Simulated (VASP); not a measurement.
Input of a VASP 6.6.1 run:

Contents of INCAR:

```
ALGO     = Normal         # electronic algorithm
EDIFF    = 1E-7           # SCF threshold, eV
ENCUT    = 520            # plane-wave cutoff, eV
GGA      = PE             # functional
ISIF     = 2              # what is computed and relaxed
ISMEAR   = 0              # smearing method
ISPIN    = 2              # spin polarisation
LASPH    = True           # aspherical terms in the spheres
LCHARG   = False          # write CHGCAR
LDAU     = True           # DFT+U
LDAUJ    = 0 0          
LDAUL    = 2 -1           # shell
LDAUPRINT= 1            
LDAUTYPE = 2            
LDAUU    = 3.9 0          # U, eV
LMAXMIX  = 4              # l up to which the mixer works
LORBIT   = 11             # projections on sites
LREAL    = False          # projectors in reciprocal space
LWAVE    = False          # write WAVECAR
MAGMOM   = 2.91 2.91 0 0 0 0 # initial moments
NBANDS   = 38             # bands
NELM     = 150            # most SCF steps
PREC     = Accurate       # precision mode
SIGMA    = 0.05           # smearing width, eV
```

The input KPOINTS:

```
k-points
0
Gamma
  6 6 8
```

File POSCAR:

```
MnO2
1.0
    4.3742894772      0.0000000000      0.0000000000
    0.0000000000      4.3742894772      0.0000000000
    0.0000000000      0.0000000000      2.8995670392
Mn O
2 4
Direct
    0.0000000000      0.0000000000      0.0000000000
    0.5000000000      0.5000000000      0.5000000000
    0.3053076587      0.3053076587      0.0000000000
    0.1946923413      0.8053076587      0.5000000000
    0.6946923413      0.6946923413      0.0000000000
    0.8053076587      0.1946923413      0.5000000000
```

Potentials or basis: VASP PAW PBE potentials, release 64 (Mn_pv, O).

The run is started by

```bash
$ cat potpaw_PBE.64/Mn_pv/POTCAR potpaw_PBE.64/O/POTCAR > POTCAR
$ mpirun -np 1 vasp_std > vasp.out
```

Task: Predict the net moment.

Result: 6.01 μB per cell.

Task: Estimate the largest force.

Result: 0.033 eV/Å.

Task: What does it give for the band gap on the k mesh?

Result: Zero (filled and empty bands overlap).

Task: What does it give for the site moments?

Result: Mn +3.02; O -0.04 μB.

Eigenvalues of the final occupation matrices:
```csv
site,spin,trace,eigenvalues
site 1 d,1,3.92,0.50 0.52 0.95 0.97 0.97
site 1 d,2,0.95,0.07 0.11 0.12 0.32 0.34
site 2 d,1,3.92,0.50 0.52 0.95 0.97 0.97
site 2 d,2,0.95,0.07 0.11 0.12 0.32 0.34
```

Caveat: the run started ferromagnetic, and an antiferromagnetic order may lie lower in energy. The state reached can hang on the start; a lower one may exist.
